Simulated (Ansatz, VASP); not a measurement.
TiAl: VASP beside Ansatz

Contents of INCAR:

```
SYSTEM = TiAl
PREC     = Accurate       ! precision mode
ENCUT    = 520            ! plane-wave cutoff, eV
EDIFF    = 1E-7           ! SCF threshold, eV
ISMEAR   = 0              ! smearing method
SIGMA    = 0.1            ! smearing width, eV
LREAL    = .False.        ! projectors in reciprocal space
LASPH    = .True.         ! aspherical terms in the spheres
NELM     = 80             ! most SCF steps
ALGO     = Normal         ! electronic algorithm
ISIF     = 2              ! what is computed and relaxed
LWAVE    = .False.        ! write WAVECAR
LCHARG   = .False.        ! write CHGCAR
GGA      = CA             ! functional
NBANDS   = 14             ! bands
```

File KPOINTS:

```
Automatic mesh
0
Gamma
  6 6 6
  0 0 0
```

POSCAR

```
TiAl
1.0
    3.1790640000      0.0000000000      0.0000000000
    0.0000000000      3.1790640000      0.0000000000
    0.0000000000      0.0000000000      3.1790640000
Ti Al
1 1
Direct
    0.0000000000      0.0000000000      0.0000000000
    0.5000000000      0.5000000000      0.5000000000
```

Input for Ansatz:

```yaml
crystal:
  lattice:
    - [3.179064, 0.0, 0.0]
    - [0.0, 3.179064, 0.0]
    - [0.0, 0.0, 3.179064]
  atoms:
    - { symbol: Ti, position: [0.0, 0.0, 0.0] }
    - { symbol: Al, position: [0.5, 0.5, 0.5] }
basis:
  ecutwfc: 420
kpoints:
  mp_grid: { grid: [6, 6, 6] }
hamiltonian:
  xc: lda
  pseudopotentials: { kind: paw, azcp: { folder: soft_1 } }
scf:
  occupations: { method: gaussian, width: 0.1 }
output:
  forces: true
  stress: true
  eigenvalues: true
```

Alike in both runs: task single point; functional LDA; k mesh 6 × 6 × 6; occupations gaussian, width 0.1 eV; no spin polarisation.

|  | VASP | Ansatz |
| --- | --- | --- |
| version | VASP 6.6.1 | Ansatz 0.2.0 |
| potentials or method | VASP PAW LDA potentials, release 64 (Ti_sv, Al), cutoff 520 eV | scalar-relativistic, plane waves, PAW |
| valence electrons in the cell | 15 | 15 |

```tsv
	VASP	Ansatz	Ansatz less VASP
gap on the k mesh at the Fermi level (eV)	none	none	-
pressure (GPa)	-5.9	-6.1	-0.17
```

Ansatz warns that its potentials were made for another functional, while VASP's fit it. LDA's correlation is that of Perdew and Zunger in VASP and of Perdew and Wang (1992) in Ansatz. A gap of «none» marks a metal or a gap that the smearing closes.
